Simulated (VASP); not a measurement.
# Ag (Im-3m) in VASP: a series of runs

Aim: see how the results for Ag move with the level of theory and the settings. Levels: LDA, PBEsol, r2SCAN. Tasks: single point.

Program: VASP 6.6.1. These are calculated values, not measurements. Logs are shortened: lines on timing, memory, paths and dates and some standing lists are left out, and cuts for length are marked.

**1. The cell of the first run**

Symmetry: Im-3m, No. 229, cubic system. Conventional cell: a = 3.355 Å, b = 3.355 Å, c = 3.355 Å, α = 90.00°, β = 90.00°, γ = 90.00°. Ag (site symmetry m-3m) has 14 Ag at 2.91 to 3.35 Å within 3.8 Å.

**2. Single point, LDA**

Input file INCAR:

```
ALGO = Normal
EDIFF = 1E-7
ENCUT = 520
GGA = CA
ISIF = 2
ISMEAR = -1
LASPH = T
LCHARG = F
LREAL = F
LWAVE = F
NBANDS = 12
NELM = 80
PREC = Accurate
SIGMA = 0.05
```

Input file KPOINTS:

```
k-points
0
Gamma
  11 11 11
```

Input file POSCAR:

```
Ag
1.0
   -1.6774414196      1.6774414196      1.6774414196
    1.6774414196     -1.6774414196      1.6774414196
    1.6774414196      1.6774414196     -1.6774414196
Ag
1
Direct
    0.0000000000      0.0000000000      0.0000000000
```

Potentials or basis: VASP PAW LDA potentials, release 64 (Ag).

The run is started by

```
cat potpaw_LDA.64/Ag/POTCAR > POTCAR
mpirun -np 1 vasp_std > vasp.out
```

OUTCAR:

```text
EDIFF = 1E-7
   ENCUT = 520
   GGA = CA
   ISIF = 2
   ISMEAR = -1
   LASPH = T
   LREAL = F
   NELM = 80
   PREC = Accurate

 ion  position               nearest neighbor table
   1  0.000  0.000  0.000-

  LATTYP: Found a body centered cubic cell.
 ALAT       =     3.3548828392

  Lattice vectors:

 A1 = (  -1.6774414196,   1.6774414196,   1.6774414196)
 A2 = (   1.6774414196,  -1.6774414196,   1.6774414196)
 A3 = (   1.6774414196,   1.6774414196,  -1.6774414196)

Analysis of symmetry for initial positions (statically):
=====================================================================
 Subroutine PRICEL returns:
 Original cell was already a primitive cell.

 Routine SETGRP: Setting up the symmetry group for a
 body centered cubic supercell.

 Subroutine GETGRP returns: Found 48 space group operations
[... 9 lines left out ...]

 Routine SETGRP: Setting up the symmetry group for a
 body centered cubic supercell.

 Subroutine GETGRP returns: Found 48 space group operations
[... 11 lines left out ...]
                                     Primitive cell

  volume of cell :      18.8800

  direct lattice vectors                    reciprocal lattice vectors
    -1.677441420  1.677441420  1.677441420     0.000000000  0.298073002  0.298073002
     1.677441420 -1.677441420  1.677441420     0.298073002  0.000000000  0.298073002
     1.677441420  1.677441420 -1.677441420     0.298073002  0.298073002  0.000000000

  length of vectors
     2.905413765  2.905413765  2.905413765     0.421538882  0.421538882  0.421538882

  position of ions in fractional coordinates (direct lattice)
     0.000000000  0.000000000  0.000000000

  ion indices of the primitive-cell ions
   primitive index   ion index
                 1           1

----------------------------------------------------------------------------------------

 KPOINTS: k-points

Automatic generation of k-mesh.
 Grid dimensions read from file:
 generate k-points for:   11   11   11

 Generating k-lattice:

  Cartesian coordinates                     Fractional coordinates (reciprocal lattice)
     0.000000000  0.027097546  0.027097546     0.090909091  0.000000000  0.000000000
     0.027097546  0.000000000  0.027097546     0.000000000  0.090909091  0.000000000
     0.027097546  0.027097546  0.000000000     0.000000000  0.000000000  0.090909091

  Length of vectors
     0.038321717  0.038321717  0.038321717

  Shift w.r.t. Gamma in fractional coordinates (k-lattice)
     0.000000000  0.000000000  0.000000000

[... 50 lines left out ...]
   EDIFF  = 0.1E-06   stopping-criterion for ELM
   LREAL  =      F    real-space projection
   EDIFFG = 0.1E-05   stopping-criterion for IOM
   NSW    =      0    number of steps for IOM
   IBRION =     -1    ionic relax: 0-MD 1-quasi-New 2-CG
   NFREE  =      0    steps in history (QN), initial steepest desc. (CG)
   ISIF   =      2    stress and relaxation
   ISYM   =      2    0-nonsym 1-usesym 2-fastsym
   POTIM  = 0.5000    time-step for ionic-motion
   TEBEG  =    0.0;   TEEND  =   0.0 temperature during run
   PSTRESS=    0.0 pullay stress
   NELECT =      11.0000    total number of electrons
   NUPDOWN=      -1.0000    fix difference up-down
   EMIN   =  10.00;   EMAX   =-10.00  energy-range for DOS
   EFERMI =   0.00;   METHOD = LEGACY
   ISMEAR =    -1;   SIGMA  =   0.05  broadening in eV -4-tet -1-fermi 0-gaus
   EFERMI_NEDOS =   21; number of points for ismear=-14 and -15
   IALGO  =     38    algorithm
   IMIX   =      4    mixing-type and parameters
     AMIX     =   0.40;   BMIX     =  1.00
     AMIX_MAG =   1.60;   BMIX_MAG =  1.00
  volume/ion in A,a.u.               =      18.88       127.41
  Fermi-wavevector in a.u.,A,eV,Ry     =   1.367325  2.583869 25.437142  1.869577
  Thomas-Fermi vector in A             =   2.493387
   LORBIT       =      0    0 simple, 1 ext, 2 COOP (PROOUT), +10 PAW based schemes
   GGA     = CA    functional components
   LHFCALC =     F    Hartree Fock is set to
   AEXX    =    0.0000 exact exchange contribution
   IVDW    =     0    specifies the selected vdW correction
   LEPSILON=     F    determine dielectric tensor
   LRPA    =     F    only Hartree local field effects (RPA)
 non-spin polarized calculation
  energy-cutoff  :      520.00
  volume of cell :       18.88
 maximum number of plane-waves:       531
 NGX is ok and might be reduce to    24
   NGX = 11   NGY = 11   NGZ = 11

 number of electron      10.9999997 magnetization

 Free energy of the ion-electron system (eV)
  ---------------------------------------------------
  ext. energy  EPLUGINS =         0.00000000
  ---------------------------------------------------
  free energy    TOTEN  =        -3.61530636 eV

  energy without entropy =       -3.61203774  energy(sigma->0) =       -3.61367205

 E-fermi :   6.7590     XC(G=0): -11.9939

 val. band max:        6.7337008186   @ k =  -0.3636   0.4545   0.0909
 cond. band min:       6.9931729798   @ k =  -0.4545   0.4545   0.0909
 fundamental gap:      0.2594721612
 Fermi energy:         6.7590056061

 k-point     1 :       0.0000    0.0000    0.0000
  band No.  band energies     occupation
      1      -0.3084      2.00000
      2       2.2603      2.00000
      3       2.2603      2.00000
      4       2.2603      2.00000
      5       3.4126      2.00000
      6       3.4126      2.00000
      7      24.3821      0.00000
      8      24.3821      0.00000
      9      24.3821      0.00000
     10      28.9850      0.00000
     11      28.9850      0.00000
     12      28.9850      0.00000
[... 331 lines left out ...]
 k-point    24 :       0.3636    0.1818    0.0909
  band No.  band energies     occupation
      1       1.5029      2.00000
      2       1.7600      2.00000
      3       2.8965      2.00000
      4       3.4447      2.00000
      5       3.5464      2.00000
      6       9.4358      0.00000
      7      10.7073      0.00000
      8      15.0737      0.00000
      9      17.5461      0.00000
     10      28.4407      0.00000
     11      30.8760      0.00000
     12      32.0699      0.00000

 [... further k-points ...]
[... 5 lines left out ...]
  --------------------------------------------------------------------------------------
  -------------------------------------------------------------------------------------
  Total       -1.6002422     -1.6002422     -1.6002422      0.0000000      0.0000000      0.0000000
  in kB     -135.7982693   -135.7982693   -135.7982693      0.0000000      0.0000000      0.0000000
  external PRESSURE =    -135.7982693 kB  Pullay stress =       0.0000000 kB

 VOLUME and BASIS-vectors are now :
 -----------------------------------------------------------------------------
  energy-cutoff  :      520.00
  volume of cell :       18.88
      direct lattice vectors                 reciprocal lattice vectors
    -1.677441420  1.677441420  1.677441420     0.000000000  0.298073002  0.298073002
     1.677441420 -1.677441420  1.677441420     0.298073002  0.000000000  0.298073002
     1.677441420  1.677441420 -1.677441420     0.298073002  0.298073002  0.000000000

 POSITION                                       TOTAL-FORCE (eV/Angst)
 -----------------------------------------------------------------------------------
      0.00000      0.00000      0.00000        -0.000000      0.000000     -0.000000
 -----------------------------------------------------------------------------------
    total drift:                               -0.000000      0.000000      0.000000

  FREE ENERGIE OF THE ION-ELECTRON SYSTEM (eV)
  ---------------------------------------------------
  free  energy   TOTEN  =        -3.6153063574 eV

  energy  without entropy=       -3.6120377402  energy(sigma->0) =       -3.61367205
```

stdout:

```text
POSCAR found type information on POSCAR Ag
 POSCAR found :  1 types and       1 ions
 scaLAPACK will be used
 LDA part: xc-table for (Slater(with rela. corr.)+CA(PZ))
 , standard interpolation
 POSCAR, INCAR and KPOINTS ok, starting setup
 FFT: planning ... GRIDC
 FFT: planning ... GRID_SOFT
 FFT: planning ... GRID
 WAVECAR not read
 entering main loop
```

It took 6.4 s on 1 thread of Intel Xeon Platinum 8259CL at 2.50GHz (Skylake/Cascade Lake), shared host; peak memory 0.13 GiB.

What came out:

```yaml
Free_energy: -3.6153 eV
Pressure: -13.6 GPa
```

**3. Single point, LDA**

This run uses another cell than the first one, of 19.24 Å³/atom, 1.019 times its volume.

Input file INCAR:

```
SYSTEM = Ag
PREC = Accurate
ENCUT = 520
EDIFF = 1E-6
ISMEAR = -1
SIGMA = 0.05
LREAL = .FALSE.
LASPH = .TRUE.
NELM = 60
ALGO = Normal
ISIF = 2
LWAVE = .FALSE.
LCHARG = .TRUE.
GGA = CA
LELF = .TRUE.
LVHAR = .TRUE.
NBANDS = 12
```

Input file KPOINTS:

```
Automatic mesh
0
G
  11 11 11
  0 0 0
```

Input file POSCAR:

```
Ag
1.0
   -1.6881260479      1.6881260479      1.6881260479
    1.6881260479     -1.6881260479      1.6881260479
    1.6881260479      1.6881260479     -1.6881260479
Ag
1
Direct
    0.0000000000      0.0000000000      0.0000000000
```

Potentials or basis: VASP PAW LDA potentials, release 64 (Ag).

The run is started by

```
cat potpaw_LDA.64/Ag/POTCAR > POTCAR
mpirun -np 1 vasp_std > vasp.out
```

Wall time 7.2 s (1 thread of Intel Xeon Platinum 8259CL at 2.50GHz (Skylake/Cascade Lake), shared host); peak memory 0.13 GiB.

The run converged. Its results:

| Item | Value |
| --- | --- |
| Free energy | -3.5837 eV |
| Pressure | -14.4 GPa |

Levels at points of the mesh, in eV from the Fermi level:
| k point | band 3 | band 4 | band 5 | band 6 | band 7 | band 8 | band 9 | band 10 |
| --- | --- | --- | --- | --- | --- | --- | --- | --- |
| (0.00, 0.00, 0.00) | -4.44 | -4.44 | -3.32 | -3.32 | 17.55 | 17.55 | 17.55 | 21.88 |

**4. Single point, PBEsol**

Input file INCAR:

```
SYSTEM = Ag
ALGO = Normal
EDIFF = 1E-7
ENCUT = 520
GGA = PS
ISIF = 2
ISMEAR = -1
LASPH = .TRUE.
LCHARG = .FALSE.
LREAL = .FALSE.
LWAVE = .FALSE.
NBANDS = 12
NELM = 100
PREC = Accurate
SIGMA = 0.05
```

Input file KPOINTS:

```
k-points
0
G
  11 11 11
  0 0 0
```

Input file POSCAR:

```
Ag
1.0
   -1.6774414196      1.6774414196      1.6774414196
    1.6774414196     -1.6774414196      1.6774414196
    1.6774414196      1.6774414196     -1.6774414196
Ag
1
Direct
    0.0000000000      0.0000000000      0.0000000000
```

Potentials or basis: VASP PAW PBE potentials, release 64 (Ag).

The run is started by

```
cat potpaw_PBE.64/Ag/POTCAR > POTCAR
mpirun -np 1 vasp_std > vasp.out
```

It took 7.4 s on 1 thread of Intel Xeon Platinum 8259CL at 2.50GHz (Skylake/Cascade Lake), shared host; peak memory 0.14 GiB.

Results (log left out):

```
Free energy : -3.2079 eV
Pressure    : -9.9 GPa
```

Levels at points of the mesh, in eV from the Fermi level:
```
           k point  band 4  band 5  band 6  band 7  band 8  band 9
(0.00, 0.00, 0.00)   -4.49   -3.35   -3.35   17.59   17.59   17.59
```

Caveat: the PAW data sets were made with another functional, which shifts forces and pressure a little.

**5. Single point, r2SCAN**

This run uses another cell than the first one, of 17.06 Å³/atom, 0.904 times its volume.

Input file POSCAR:

```
Ag
1.0
   -1.6218556592      1.6218556592      1.6218556592
    1.6218556592     -1.6218556592      1.6218556592
    1.6218556592      1.6218556592     -1.6218556592
Ag
1
Direct
    0.0000000000      0.0000000000      0.0000000000
```

Input file INCAR.step1:

```
SYSTEM = Ag
PREC = Accurate
ENCUT = 520
ISMEAR = -1
SIGMA = 0.05
LREAL = .False.
LASPH = .True.
NELM = 80
NBANDS = 12
GGA = PE
ALGO = Normal
EDIFF = 1E-4
LWAVE = .True.
LCHARG = .False.
```

Input file INCAR.step2:

```
SYSTEM = Ag
PREC = Accurate
ENCUT = 520
EDIFF = 1E-6
ISMEAR = -1
SIGMA = 0.05
LREAL = .False.
LASPH = .True.
NELM = 80
ALGO = Normal
ISIF = 2
LWAVE = .False.
LCHARG = .False.
METAGGA = R2SCAN
LMIXTAU = .True.
NBANDS = 12
ISTART = 1
```

Input file KPOINTS:

```
regular mesh
0
Gamma
  11 11 11
  0 0 0
```

The run is started by

```
cat potpaw_PBE.64/Ag/POTCAR > POTCAR
cp INCAR.step1 INCAR
mpirun -np 1 vasp_std > vasp.out
cp INCAR.step2 INCAR
mpirun -np 1 vasp_std > vasp.out
```

It took 31 s on 1 thread of Intel Xeon Platinum 8259CL at 2.50GHz (Skylake/Cascade Lake), shared host; peak memory 0.15 GiB.

The run converged. Its results:

* Free energy: -21.3322 eV
* Pressure: 2.4 GPa

Levels at points of the mesh, in eV from the Fermi level:
```csv
k point,band 3,band 4,band 5,band 6,band 7,band 8,band 9,band 10
"(0.00, 0.00, 0.00)",-5.25,-5.25,-3.90,-3.90,18.73,18.73,18.73,25.21
```

Caveat: the PAW data sets were made with another functional, which shifts forces and pressure a little.

**6. Single point, r2SCAN**

This run uses another cell than the first one, of 17.43 Å³/atom, 0.923 times its volume.

Input file POSCAR:

```
Ag
1.0
   -1.6332775543      1.6332775543      1.6332775543
    1.6332775543     -1.6332775543      1.6332775543
    1.6332775543      1.6332775543     -1.6332775543
Ag
1
Direct
    0.0000000000      0.0000000000      0.0000000000
```

Input file INCAR.step1:

```
  PREC = Accurate
  ENCUT = 520
  ISMEAR = -1
  SIGMA = 0.05
  LREAL = False
  LASPH = True
  NELM = 100
  NBANDS = 12
  GGA = PE
  ALGO = Normal
  EDIFF = 1E-4
  LWAVE = True
  LCHARG = False
```

Input file INCAR.step2:

```
  PREC = Accurate
  ENCUT = 520
  EDIFF = 1E-6
  ISMEAR = -1
  SIGMA = 0.05
  LREAL = False
  LASPH = True
  NELM = 100
  ALGO = Normal
  ISIF = 2
  LWAVE = False
  LCHARG = True
  METAGGA = R2SCAN
  LMIXTAU = True
  LELF = True
  LVHAR = True
  NBANDS = 12
  ISTART = 1
```

Input file KPOINTS:

```
regular mesh
0
Gamma
  11 11 11
```

Potentials or basis: VASP PAW PBE potentials, release 64 (Ag).

The run is started by

```
cat potpaw_PBE.64/Ag/POTCAR > POTCAR
cp INCAR.step1 INCAR
mpirun -np 1 vasp_std > vasp.out
cp INCAR.step2 INCAR
mpirun -np 1 vasp_std > vasp.out
```

It took 33 s on 1 thread of Intel Xeon Platinum 8259CL at 2.50GHz (Skylake/Cascade Lake), shared host; peak memory 0.14 GiB.

The run converged. Its results:

```
Free energy : -21.3351 eV
Pressure    : 0.1 GPa
```

Levels at points of the mesh, in eV from the Fermi level:
```
           k point  band 2  band 3  band 4  band 5  band 6  band 7  band 8  band 9  band 10  band 11
(0.00, 0.00, 0.00)   -5.17   -5.17   -5.17   -3.86   -3.86   18.64   18.64   18.64    24.78    24.78
```

Caveat: the PAW data sets were made with another functional, which shifts forces and pressure a little.

**7. Overview**

| level | potentials or basis | cell | gap on the mesh (eV) | pressure (GPa) |
| --- | --- | --- | --- | --- |
| LDA | VASP PAW LDA potentials, release 64 (Ag) | a = 2.905 Å, angles 109.5°, 1 atom | none | -13.6 |
| LDA | VASP PAW LDA potentials, release 64 (Ag) | a = 2.924 Å, angles 109.5°, 1 atom | none | -14.4 |
| PBEsol | VASP PAW PBE potentials, release 64 (Ag) | a = 2.905 Å, angles 109.5°, 1 atom | none | -9.9 |
| r2SCAN | VASP PAW PBE potentials, release 64 (Ag) | a = 2.809 Å, angles 109.5°, 1 atom | none | 2.4 |
| r2SCAN | VASP PAW PBE potentials, release 64 (Ag) | a = 2.829 Å, angles 109.5°, 1 atom | none | 0.1 |

Alike in all rows: task single point; no spin polarisation; k mesh 11 × 11 × 11; cutoff (eV) 520; smearing fermi-dirac 0.05 eV.

Caveats: the PAW data sets were made with another functional, which shifts forces and pressure a little (some runs).

Total energies depend on the potentials used, so only differences within one code and one set of settings carry meaning.
